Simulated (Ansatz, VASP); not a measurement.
**PtSe2: VASP beside Ansatz**

```
Pt Se
1.0
     3.89158    0.00000    0.00000
    -1.94579    3.37021    0.00000
     0.00000    0.00000    5.06200
Pt Se
1 2
Direct
  0.00000 0.00000 0.00000
  0.33333 0.66667 0.25000
  0.66667 0.33333 0.75000
```

Change from the starting cell: strain +0.0450 x Voigt [1, 1, 0, 0, 0, 0], atoms carried along.

Alike in both runs: task single point; functional PBEsol; dispersion D3(BJ); k mesh 12 × 12 × 10; occupations gaussian, width 0.15 eV; no spin polarisation.

|  | VASP | Ansatz |
| --- | --- | --- |
| version | VASP 6.6.1 | Ansatz 0.2.0 |
| potentials or method | VASP PAW PBE potentials, release 64 (Pt, Se), cutoff 520 eV | scalar-relativistic, plane waves, PAW |
| valence electrons in the cell | 22 | 50 |

|  | VASP | Ansatz | Ansatz less VASP |
| --- | --- | --- | --- |
| gap on the k mesh at the Fermi level (eV) | none | none | - |
| pressure (GPa) | -11.6 | -11.6 | -0.01 |
| traceless stress, the component that is largest in VASP (GPa) | 2.98 | 3.00 | +0.017 |
| rms of the force components (eV/Å) | 0.244 | 0.247 | +0.0034 |

VASP's potentials were made for PBE, not for PBEsol. Atom by atom the forces differ by 0.003 eV/Å (rms over components). A gap of «none» marks a metal or a gap that the smearing closes. VASP's potentials hold 22 valence electrons a cell and Ansatz's 50, so a difference there can come from the potentials and not from the codes.

Neither program's run includes spin-orbit coupling.
